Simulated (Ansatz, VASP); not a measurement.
# One calculation of In, two programs

INCAR

```
PREC     = Accurate       # precision mode
ENCUT    = 520            # plane-wave cutoff, eV
EDIFF    = 1E-6           # SCF threshold, eV
ISMEAR   = 0              # smearing method
SIGMA    = 0.01           # smearing width, eV
LREAL    = False          # projectors in reciprocal space
LASPH    = True           # aspherical terms in the spheres
NELM     = 100            # most SCF steps
ALGO     = Normal         # electronic algorithm
ISIF     = 2              # what is computed and relaxed
LWAVE    = False          # write WAVECAR
LCHARG   = False          # write CHGCAR
GGA      = PE             # functional
NBANDS   = 34             # bands
```

Contents of KPOINTS:

```
Automatic mesh
0
Gamma
  8 8 8
```

File POSCAR:

```
In
1.0
    4.2902035396     -2.6399369179      0.0000000000
    4.2902035396      2.6399369179      0.0000000000
    0.0000000000      0.0000000000      5.2165821068
In
4
Direct
    0.9830276584      0.3260322384      0.2500000000
    0.3260322384      0.9830276584      0.7500000000
    0.0169723416      0.6739677616      0.7500000000
    0.6739677616      0.0169723416      0.2500000000
```

Input for Ansatz:

```yaml
crystal:
  lattice:
    - [4.2902035396, -2.6399369179, 0.0]
    - [4.2902035396, 2.6399369179, 0.0]
    - [0.0, 0.0, 5.2165821068]
  atoms:
    - { symbol: In, position: [0.9830276584, 0.3260322384, 0.25] }
    - { symbol: In, position: [0.3260322384, 0.9830276584, 0.75] }
    - { symbol: In, position: [0.0169723416, 0.6739677616, 0.75] }
    - { symbol: In, position: [0.6739677616, 0.0169723416, 0.25] }
basis:
  ecutwfc: 420
kpoints:
  mp_grid: { grid: [8, 8, 8] }
hamiltonian:
  xc: pbe
scf:
  occupations: { method: gaussian, width: 0.01 }
output:
  forces: true
  stress: true
  eigenvalues: true
```

Alike in both runs: task single point; functional PBE; k mesh 8 × 8 × 8; occupations gaussian, width 0.01 eV; no spin polarisation.

|  | VASP | Ansatz |
| --- | --- | --- |
| version | VASP 6.6.1 | Ansatz 0.2.0 |
| potentials or method | VASP PAW PBE potentials, release 64 (In_d), cutoff 520 eV | scalar-relativistic, plane waves, PAW |
| valence electrons in the cell | 52 | 52 |

|  | VASP | Ansatz | Ansatz less VASP |
| --- | --- | --- | --- |
| gap on the k mesh at the Fermi level (eV) | none | none | - |
| pressure (GPa) | 3.4 | 3.4 | +0.02 |
| traceless stress, the component that is largest in VASP (GPa) | 5.84 | 5.84 | -0.001 |
| rms of the force components (eV/Å) | 0.761 | 0.761 | +0.0009 |

Atom by atom the forces differ by 0.001 eV/Å (rms over components). A gap of «none» marks a metal or a gap that the smearing closes.
